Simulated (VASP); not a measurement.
# Mg12B (a cell with a defect) in VASP: further runs

Runs on Mg12B (a cell with a defect). Level: PBE. Tasks: single point.

Program: VASP 6.6.1. These are calculated values, not measurements. Logs are shortened: lines on timing, memory, paths and dates and some standing lists are left out, and cuts for length are marked.

**1. The cell of the first run**

The cell holds a defect, 13 atoms: a = 6.407 Å, b = 9.610 Å, c = 5.202 Å, α = 90.00°, β = 90.00°, γ = 120.00°.

**2. Single point, PBE**

INCAR reads:

```
  PREC = Accurate
  ENCUT = 520
  EDIFF = 1E-6
  ISMEAR = -1
  SIGMA = 0.1
  LREAL = F
  LASPH = T
  NELM = 80
  ALGO = Normal
  ISIF = 2
  LWAVE = F
  LCHARG = T
  GGA = PE
  LELF = T
  LVHAR = T
  NBANDS = 26
```

KPOINTS reads:

```
Automatic mesh
0
Gamma
  2 2 2
```

POSCAR reads:

```
Mg12B
1.0
    6.4070000000      0.0000000000      0.0000000000
   -4.8052500000      8.3229370000      0.0000000000
    0.0000000000      0.0000000000      5.2015000000
Mg B
12 1
Direct
    0.1540623245      0.2380890304      0.2444102663
    0.3250277435      0.0894756262      0.7635489763
    0.1943731627      0.5827269869      0.1961549553
    0.3926672538      0.4218342636      0.7667980390
    0.1564498789      0.8884604077      0.2596558685
    0.3250927387      0.7712541859      0.7105065846
    0.6342525690      0.2321536256      0.2869172354
    0.8433467444      0.1166895772      0.7725271556
    0.6295225921      0.5477032927      0.2443333654
    0.8578056570      0.4238407668      0.7659136787
    0.7226013033      0.9256347849      0.2319523214
    0.7878625597      0.7682504385      0.7523406710
   -0.0377577722      0.6472474801      0.4972988561
```

Potentials or basis: VASP PAW PBE potentials, release 64 (Mg, B).

The run is started by

```sh
$ cat potpaw_PBE.64/Mg/POTCAR potpaw_PBE.64/B/POTCAR > POTCAR
$ mpirun -np 1 vasp_std > vasp.out
```

OUTCAR:

```text
PREC = Accurate
   ENCUT = 520
   EDIFF = 1E-6
   ISMEAR = -1
   LREAL = F
   LASPH = T
   NELM = 80
   ISIF = 2
   GGA = PE

 ion  position               nearest neighbor table
   1  0.154  0.238  0.244-  11 2.89   4 2.99   8 3.00   9 3.01   7 3.11   4 3.18   3 3.20   8 3.25
                             7 3.31   2 3.33   5 3.37   2 3.48
   2  0.325  0.089  0.764-   4 3.00   7 3.04   6 3.07   5 3.08   5 3.11   8 3.20   8 3.23   7 3.24
                            12 3.28  10 3.32   1 3.33   1 3.48
   3  0.194  0.583  0.196-  13 2.44  10 2.95   6 2.97   9 2.98   5 3.08   6 3.10   1 3.20   4 3.31
                            11 3.35   9 3.47   7 3.52  10 3.53
   4  0.393  0.422  0.767-   9 2.85  10 2.97   1 2.99   2 3.00  12 3.01   9 3.05   1 3.18   8 3.27
                             3 3.31  10 3.44   6 3.61
   5  0.156  0.888  0.260-  13 2.36  11 2.98   6 3.03   2 3.08   3 3.08   2 3.11   7 3.19  12 3.28
                             9 3.33  12 3.34   1 3.37   6 3.44  11 3.47
   6  0.325  0.771  0.711-  13 2.30   3 2.97  12 2.99   5 3.03   2 3.07   3 3.10  10 3.19  11 3.33
                             8 3.34  12 3.43   5 3.44  11 3.50   4 3.61
   7  0.634  0.232  0.287-  10 3.00   2 3.04   9 3.06   1 3.11  10 3.19   5 3.19   2 3.24  11 3.28
                             8 3.30   1 3.31   8 3.42   3 3.52
   8  0.843  0.117  0.773-  11 2.87  10 2.91   1 3.00  12 3.19   2 3.20   2 3.23  11 3.23   1 3.25
                             4 3.27   7 3.30   6 3.34   7 3.42
   9  0.630  0.548  0.244-  13 2.27   4 2.85   3 2.98   1 3.01   4 3.05   7 3.06  12 3.15  12 3.22
                             5 3.33  11 3.37  10 3.39   3 3.47  10 3.56
  10  0.858  0.424  0.766-  13 2.36   8 2.91   3 2.95   4 2.97   7 3.00   7 3.19   6 3.19   2 3.32
                             9 3.39   4 3.44   3 3.53  12 3.56   9 3.56
  11  0.723  0.926  0.232-   8 2.87   1 2.89   5 2.98  12 3.05  12 3.23   8 3.23   7 3.28   6 3.33
                             3 3.35   9 3.37   5 3.47   6 3.50
  12  0.788  0.768  0.752-  13 2.38   6 2.99   4 3.01  11 3.05   9 3.15   8 3.19   9 3.22  11 3.23
                             5 3.28   2 3.28   5 3.34   6 3.43  10 3.56
  13  0.962  0.647  0.497-   9 2.27   6 2.30   5 2.36  10 2.36  12 2.38   3 2.44

  LATTYP: Found a simple monoclinic cell.
 ALAT       =     6.4070000000
 B/A-ratio  =     0.8118464180
 C/A-ratio  =     1.3228756336
 COS(beta)  =    -0.1889822396

  Lattice vectors:

 A1 = (   6.4070000000,   0.0000000000,   0.0000000000)
 A2 = (   0.0000000000,   0.0000000000,   5.2015000000)
 A3 = (  -1.6017500000,  -8.3229370000,   0.0000000000)

Analysis of symmetry for initial positions (statically):
=====================================================================
 Subroutine PRICEL returns:
 Original cell was already a primitive cell.

 Routine SETGRP: Setting up the symmetry group for a
 simple monoclinic supercell.

 Subroutine GETGRP returns: Found  1 space group operations
 (whereof  1 operations were pure point group operations)
 out of a pool of  4 trial point group operations.

The static configuration has the point symmetry C_1 .

Analysis of symmetry for dynamics (positions and initial velocities):
=====================================================================
 Subroutine PRICEL returns:
 Original cell was already a primitive cell.

 Routine SETGRP: Setting up the symmetry group for a
 simple monoclinic supercell.

 Subroutine GETGRP returns: Found  1 space group operations
 (whereof  1 operations were pure point group operations)
 out of a pool of  4 trial point group operations.

The dynamic configuration has the point symmetry C_1 .

 Subroutine INISYM returns: Found  1 space group operations
 (whereof  1 operations are pure point group operations),
 and found     1 'primitive' translations

----------------------------------------------------------------------------------------

                                     Primitive cell

  volume of cell :     277.3703

  direct lattice vectors                    reciprocal lattice vectors
     6.407000000  0.000000000  0.000000000     0.156079288  0.090112421  0.000000000
    -4.805250000  8.322937000  0.000000000     0.000000000  0.120149894  0.000000000
     0.000000000  0.000000000  5.201500000     0.000000000  0.000000000  0.192252235

  length of vectors
     6.407000000  9.610499876  5.201500000     0.180224839  0.120149894  0.192252235

  position of ions in fractional coordinates (direct lattice)
     0.154062325  0.238089030  0.244410266
     0.325027744  0.089475626  0.763548976
[... 42 lines left out ...]

  Length of vectors
     0.090112419  0.060074947  0.096126117

  Shift w.r.t. Gamma in fractional coordinates (k-lattice)
     0.000000000  0.000000000  0.000000000

 Subroutine IBZKPT returns following result:
 ===========================================

 Found      8 irreducible k-points:

 Following reciprocal coordinates:
            Coordinates               Weight
  0.000000  0.000000  0.000000      1.000000
  0.500000 -0.000000  0.000000      1.000000
  0.000000  0.500000  0.000000      1.000000
  0.500000  0.500000  0.000000      1.000000
  0.000000  0.000000  0.500000      1.000000
  0.500000 -0.000000  0.500000      1.000000
  0.000000  0.500000  0.500000      1.000000
  0.500000  0.500000  0.500000      1.000000
   k-points           NKPTS =      8   k-points in BZ     NKDIM =      8   number of bands    NBANDS=     26
   number of dos      NEDOS =    301   number of ions     NIONS =     13
   total plane-waves  NPLWV = 138240
   dimension x,y,z NGX =    48 NGY =   72 NGZ =   40
   dimension x,y,z NGXF=    96 NGYF=  144 NGZF=   80
   ions per type =              12   1
   NGX,Y,Z   is equivalent  to a cutoff of  12.45, 12.45, 12.78 a.u.
   NGXF,Y,Z  is equivalent  to a cutoff of  24.91, 24.91, 25.57 a.u.
 SYSTEM =  unknown system
   PREC   = accura    normal or accurate (medium, high low for compatibility)
   ISTART =      0    job   : 0-new  1-cont  2-samecut
   ICHARG =      2    charge: 1-file 2-atom 10-const
   ISPIN  =      1    spin polarized calculation?
   LNONCOLLINEAR =      F non collinear calculations
   LSORBIT =      F    spin-orbit coupling
   LASPH  =      T    aspherical Exc in radial PAW
   ENCUT  =  520.0 eV  38.22 Ry    6.18 a.u.  11.91 17.87  9.67*2*pi/ulx,y,z
   NELM   =     80;   NELMIN=  2; NELMDL= -5     # of ELM steps
   EDIFF  = 0.1E-05   stopping-criterion for ELM
   LREAL  =      F    real-space projection
   EDIFFG = 0.1E-04   stopping-criterion for IOM
   NSW    =      0    number of steps for IOM
   IBRION =     -1    ionic relax: 0-MD 1-quasi-New 2-CG
   NFREE  =      0    steps in history (QN), initial steepest desc. (CG)
   ISIF   =      2    stress and relaxation
   ISYM   =      2    0-nonsym 1-usesym 2-fastsym
   POTIM  = 0.5000    time-step for ionic-motion
   TEBEG  =    0.0;   TEEND  =   0.0 temperature during run
   PSTRESS=    0.0 pullay stress
   NELECT =      27.0000    total number of electrons
   NUPDOWN=      -1.0000    fix difference up-down
   EMIN   =  10.00;   EMAX   =-10.00  energy-range for DOS
   EFERMI =   0.00;   METHOD = LEGACY
   ISMEAR =    -1;   SIGMA  =   0.10  broadening in eV -4-tet -1-fermi 0-gaus
   EFERMI_NEDOS =   21; number of points for ismear=-14 and -15
   IALGO  =     38    algorithm
   IMIX   =      4    mixing-type and parameters
     AMIX     =   0.40;   BMIX     =  1.00
     AMIX_MAG =   1.60;   BMIX_MAG =  1.00
  volume/ion in A,a.u.               =      21.34       143.98
  Fermi-wavevector in a.u.,A,eV,Ry     =   0.753083  1.423120  7.716324  0.567134
  Thomas-Fermi vector in A             =   1.850441
   LORBIT       =      0    0 simple, 1 ext, 2 COOP (PROOUT), +10 PAW based schemes
   GGA     = PE    functional components
   LHFCALC =     F    Hartree Fock is set to
   AEXX    =    0.0000 exact exchange contribution
   IVDW    =     0    specifies the selected vdW correction
   LEPSILON=     F    determine dielectric tensor
   LRPA    =     F    only Hartree local field effects (RPA)
 non-spin polarized calculation
  energy-cutoff  :      520.00
  volume of cell :      277.37
 maximum number of plane-waves:      7484
 NGX is ok and might be reduce to    48
   NGX = 23   NGY = 35   NGZ = 19

 number of electron      27.0000000 magnetization

 Free energy of the ion-electron system (eV)
  ---------------------------------------------------
  ext. energy  EPLUGINS =         0.00000000
  ---------------------------------------------------
  free energy    TOTEN  =       -22.66396728 eV

  energy without entropy =      -22.50452346  energy(sigma->0) =      -22.58424537

 E-fermi :   2.7015     XC(G=0):  -8.6263

 val. band max:        2.6748650256   @ k =   0.0000   0.0000   0.5000
 cond. band min:       2.7696015786   @ k =   0.5000   0.5000   0.0000
 fundamental gap:      0.0947365529
 Fermi energy:         2.7015346706

 k-point     1 :       0.0000    0.0000    0.0000
  band No.  band energies     occupation
      1      -5.1085      2.00000
      2      -3.1166      2.00000
      3      -2.2295      2.00000
      4      -1.2270      2.00000
      5      -0.8812      2.00000
      6       0.0854      2.00000
[... 213 lines left out ...]
     24       6.0181      0.00000
     25       6.5893      0.00000
 [bands above 25 left out]

------------------------ aborting loop because EDIFF is reached ----------------------------------------

  FORCE on cell =-STRESS in cart. coord.  units (eV):
  Direction    XX          YY          ZZ          XY          YZ          ZX
  --------------------------------------------------------------------------------------
  -------------------------------------------------------------------------------------
  Total       -1.1657696      2.5822909      7.1404322      0.9803021      0.1190862      2.0380384
  in kB       -6.7338490     14.9161178     41.2453647      5.6625309      0.6878793     11.7723460
  external PRESSURE =      16.4758778 kB  Pullay stress =       0.0000000 kB

 VOLUME and BASIS-vectors are now :
 -----------------------------------------------------------------------------
  energy-cutoff  :      520.00
  volume of cell :      277.37
      direct lattice vectors                 reciprocal lattice vectors
     6.407000000  0.000000000  0.000000000     0.156079288  0.090112421  0.000000000
    -4.805250000  8.322937000  0.000000000     0.000000000  0.120149894  0.000000000
     0.000000000  0.000000000  5.201500000     0.000000000  0.000000000  0.192252235

 POSITION                                       TOTAL-FORCE (eV/Angst)
 -----------------------------------------------------------------------------------
     -0.15700      1.98160      1.27130         0.038291     -0.050615      0.231932
      1.65250      0.74470      3.97160        -0.174375      0.207128      0.156699
     -1.55480      4.85000      1.02030        -0.237712     -0.208172      0.556764
      0.48880      3.51090      3.98850        -0.602236     -0.229262     -0.356735
     -3.26690      7.39460      1.35060         0.140319      0.013539     -0.188060
     -1.62320      6.41910      3.69570         0.044519      0.238101      0.244873
      2.94810      1.93220      1.49240         0.294885     -0.184276     -0.276565
      4.84260      0.97120      4.01830         0.055728     -0.118092     -0.390646
      1.40150      4.55850      1.27090         0.397008      0.289448      0.018006
      3.45930      3.52760      3.98390        -0.043103      0.316665     -0.176966
      0.18180      7.70400      1.20650        -0.705121     -0.374819      0.210251
      1.35620      6.39410      3.91330         0.611440      0.134298     -0.083056
      3.05490      5.38700      2.58670         0.180356     -0.033941      0.053503
 -----------------------------------------------------------------------------------
    total drift:                                0.000189      0.000057      0.000029

  FREE ENERGIE OF THE ION-ELECTRON SYSTEM (eV)
  ---------------------------------------------------
  free  energy   TOTEN  =       -22.6639672849 eV

  energy  without entropy=      -22.5045234552  energy(sigma->0) =      -22.58424537
```

Run time: 63 s. Hardware: 1 thread of Intel Xeon Platinum 8488C (Sapphire Rapids), shared host; peak memory 0.36 GiB.

Results:

- Free energy: -22.6640 eV
- Pressure: 1.6 GPa
- Largest force: 0.826 eV/Å

Forces on the atoms (eV/Å):
```
Mg   0.038 -0.051  0.232
Mg  -0.174  0.207  0.157
Mg  -0.238 -0.208  0.557
Mg  -0.602 -0.229 -0.357
Mg   0.140  0.014 -0.188
Mg   0.045  0.238  0.245
Mg   0.295 -0.184 -0.277
Mg   0.056 -0.118 -0.391
Mg   0.397  0.289  0.018
Mg  -0.043  0.317 -0.177
Mg  -0.705 -0.375  0.210
Mg   0.611  0.134 -0.083
B    0.180 -0.034  0.054
```

Caveat: the k points lie up to 0.60 Å⁻¹ apart.

**3. Single point, PBE**

INCAR reads:

```
PREC     = Accurate       # precision mode
ENCUT    = 520            # plane-wave cutoff, eV
EDIFF    = 1E-7           # SCF threshold, eV
ISMEAR   = -1             # smearing method
SIGMA    = 0.1            # smearing width, eV
LREAL    = F              # projectors in reciprocal space
LASPH    = T              # aspherical terms in the spheres
NELM     = 80             # most SCF steps
ALGO     = Normal         # electronic algorithm
ISIF     = 2              # what is computed and relaxed
LWAVE    = F              # write WAVECAR
LCHARG   = F              # write CHGCAR
GGA      = PE             # functional
NBANDS   = 26             # bands
```

KPOINTS is that of step 2.

POSCAR reads:

```
Mg12B
1.0
    6.4070000000      0.0000000000      0.0000000000
   -4.8052500000      8.3229370000      0.0000000000
    0.0000000000      0.0000000000      5.2015000000
Mg B
12 1
Direct
    0.1430953587      0.2445891396      0.2630779583
    0.3065562521      0.0957714807      0.8042872248
    0.1770202628      0.5721177512      0.2557531481
    0.3450818512      0.4005076573      0.7260021148
    0.1527659895      0.8779713219      0.2511390945
    0.3555278227      0.7900456293      0.7427088340
    0.6496282144      0.2257256062      0.2452561761
    0.8366696553      0.1017309154      0.7348841680
    0.6708086539      0.5727425307      0.2223397097
    0.8968809245      0.4382947991      0.7585696434
    0.6263517190      0.9056418425      0.2436028069
    0.8494797530      0.7759880917      0.7416129963
   -0.0080922843      0.6584574652      0.5103912333
```

Potentials or basis: VASP PAW PBE potentials, release 64 (Mg, B).

The run is started by

```sh
$ cat potpaw_PBE.64/Mg/POTCAR potpaw_PBE.64/B/POTCAR > POTCAR
$ mpirun -np 1 vasp_std > vasp.out
```

Run time: 65 s. Hardware: 1 thread of Intel Xeon Platinum 8488C (Sapphire Rapids), shared host; peak memory 0.37 GiB.

It converged, with:

| Item | Value |
| --- | --- |
| Free energy | -22.5527 eV |
| Pressure | 2.5 GPa |
| Largest force | 1.213 eV/Å |

Forces on the atoms (eV/Å):
```
Mg   0.161 -0.538 -0.628
Mg   0.405  0.137 -0.387
Mg   0.563 -0.496 -0.431
Mg   0.226  0.798  0.519
Mg  -0.349  0.564  0.011
Mg  -0.143 -0.246  0.223
Mg  -0.138  0.150  0.236
Mg  -0.195  0.099  0.282
Mg  -0.017 -0.446  0.096
Mg  -0.547 -0.268 -0.010
Mg   0.797  0.219 -0.322
Mg  -1.029  0.333  0.549
B    0.267 -0.305 -0.137
```

Stress tensor (GPa, compression positive):
```
 0.38  0.00 -0.42
 0.00  2.75  0.40
-0.42  0.40  4.30
```

Levels at points of the mesh, in eV from the Fermi level:
```csv
k point,band 9,band 10,band 11,band 12,band 13,band 14,band 15,band 16,band 17,band 18
"(0.00, 0.00, 0.00)",-1.78,-1.18,-0.57,-0.36,-0.11,0.12,0.59,0.87,1.08,1.57
"(0.50, 0.00, 0.00)",-1.42,-0.80,-0.47,-0.27,-0.02,0.00,0.13,0.37,0.62,0.97
"(0.00, 0.50, 0.00)",-1.97,-1.53,-1.20,-0.76,-0.59,-0.23,0.63,1.13,1.30,1.40
"(0.50, 0.50, 0.00)",-1.18,-0.56,-0.30,-0.16,0.10,0.53,0.81,0.93,1.10,1.17
"(0.00, 0.00, 0.50)",-1.98,-1.80,-1.51,-1.16,-0.84,-0.52,-0.12,0.78,0.88,1.29
"(0.50, 0.00, 0.50)",-1.70,-1.35,-1.10,-0.72,-0.49,0.42,0.56,0.97,1.07,1.95
"(0.00, 0.50, 0.50)",-1.76,-1.29,-1.25,-1.00,-0.76,-0.68,-0.58,-0.33,0.41,1.00
"(0.50, 0.50, 0.50)",-2.70,-2.29,-2.05,-1.89,0.20,0.93,1.18,1.47,2.32,2.58
```

Caveat: the k points lie up to 0.60 Å⁻¹ apart.

**4. Single point, PBE**

INCAR reads:

```
SYSTEM = Mg12B
  ALGO = Normal
  EDIFF = 1E-6
  ENCUT = 520
  GGA = PE
  ISIF = 2
  ISMEAR = -1
  LASPH = .TRUE.
  LCHARG = .FALSE.
  LREAL = .FALSE.
  LWAVE = .FALSE.
  NBANDS = 26
  NELM = 60
  PREC = Accurate
  SIGMA = 0.1
```

KPOINTS reads:

```
k-points
0
G
  2 2 2
  0 0 0
```

POSCAR reads:

```
Mg12B
1.0
    6.4070000000      0.0000000000      0.0000000000
   -4.8052500000      8.3229370000      0.0000000000
    0.0000000000      0.0000000000      5.2015000000
Mg B
12 1
Direct
    0.1155498576      0.1820150747      0.1978467750
    0.3679806224      0.1303265902      0.7374026723
    0.1950163550      0.5193839627      0.2621166971
    0.3846821154      0.4663978593      0.7607997693
    0.1455979270      0.9183176564      0.2814188215
    0.3187952119      0.7760721966      0.7978275497
    0.6531202547      0.2269271052      0.2510237432
    0.8166818142      0.1048187677      0.7276554840
    0.7040707749      0.5529538431      0.2324714025
    0.8155616708      0.4218102336      0.7423627800
    0.6466134665      0.8996103178      0.2258194752
    0.8324291872      0.7974348478      0.7772565606
    0.0229191940      0.6698596902      0.4996443334
```

The run is started by

```sh
$ cat potpaw_PBE.64/Mg/POTCAR potpaw_PBE.64/B/POTCAR > POTCAR
$ mpirun -np 1 vasp_std > vasp.out
```

It took 55 s on 1 thread of Intel Xeon Platinum 8488C (Sapphire Rapids), shared host; peak memory 0.36 GiB.

It converged, with:

```yaml
Free_energy: -22.4190 eV
Pressure: 1.7 GPa
Largest_force: 1.303 eV/Å
```

Forces on the atoms (eV/Å):
```
Mg  -0.065  1.155  0.113
Mg  -0.567 -0.371  0.232
Mg  -0.794  0.488  0.130
Mg  -0.219 -0.602  0.040
Mg   0.807 -1.022 -0.011
Mg  -0.135  0.037 -0.140
Mg   0.174 -0.365 -0.274
Mg   0.219  0.234 -0.188
Mg  -0.255  0.090 -0.072
Mg   0.628  0.844 -0.001
Mg  -0.324 -0.256  0.497
Mg   0.560 -0.177 -0.445
B   -0.028 -0.056  0.119
```

Stress tensor (GPa, compression positive):
```
-0.47  0.51  1.34
 0.51  1.57  0.48
 1.34  0.48  4.08
```

Levels at points of the mesh, in eV from the Fermi level:
| k point | band 11 | band 12 | band 13 | band 14 | band 15 | band 16 |
| --- | --- | --- | --- | --- | --- | --- |
| (0.00, 0.00, 0.00) | -0.66 | -0.30 | -0.06 | 0.33 | 0.59 | 0.74 |
| (0.50, 0.00, 0.00) | -0.44 | -0.38 | -0.22 | -0.10 | 0.17 | 0.37 |
| (0.00, 0.50, 0.00) | -1.28 | -0.83 | -0.56 | -0.32 | 0.89 | 1.12 |
| (0.50, 0.50, 0.00) | -0.32 | -0.03 | 0.03 | 0.35 | 0.84 | 0.90 |
| (0.00, 0.00, 0.50) | -1.45 | -1.20 | -0.89 | -0.64 | -0.11 | 0.89 |
| (0.50, 0.00, 0.50) | -1.07 | -0.72 | -0.22 | 0.46 | 0.57 | 0.82 |
| (0.00, 0.50, 0.50) | -1.42 | -0.96 | -0.90 | -0.88 | -0.82 | -0.32 |
| (0.50, 0.50, 0.50) | -2.15 | -1.94 | 0.40 | 0.98 | 1.35 | 1.46 |

Caveat: the k points lie up to 0.60 Å⁻¹ apart.
